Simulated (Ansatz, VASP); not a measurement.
HfC: VASP beside Ansatz

```
Hf C
1.0
     3.25823    0.00445   -0.03985
    -1.62526    2.81052    0.06752
    -0.03578    0.04936    2.97321
Hf C
1 1
Direct
  0.95582 0.99513 0.93593
  0.71085 0.33821 0.56407
```

Change from the starting cell: all atoms moved at random (sigma 0.15 Å), cell strained at random (1 %).

Alike in both runs: task single point; functional r2SCAN; k mesh 12 × 12 × 12; occupations gaussian, width 0.05 eV; no spin polarisation.

```csv
,VASP,Ansatz
version,VASP 6.6.1,Ansatz 0.2.0
potentials or method,"VASP PAW PBE potentials, release 64 (Hf_pv, C), cutoff 520 eV","scalar-relativistic, plane waves, PAW"
valence electrons in the cell,14,30
```

Ansatz gave:

```
gap on the k mesh at the Fermi level (eV)                     : 0.20
least direct gap on the mesh (eV)                             : 0.37
pressure (GPa)                                                : 8.6
traceless stress, the component that is largest in VASP (GPa) : 13.23
rms of the force components (eV/Å)                            : 2.067
```

Question: Which values does VASP return?

Answer: gap on the k mesh at the Fermi level (eV): 0.22; least direct gap on the mesh (eV): 0.39; pressure (GPa): 8.0; traceless stress, the component that is largest in VASP (GPa): 13.59; rms of the force components (eV/Å): 2.107.

VASP's potentials were made for PBE, not for r2SCAN. Atom by atom the forces differ by 0.042 eV/Å (rms over components). VASP's potentials hold 14 valence electrons a cell and Ansatz's 30, so a difference there can come from the potentials and not from the codes.

Spin-orbit coupling is off throughout.
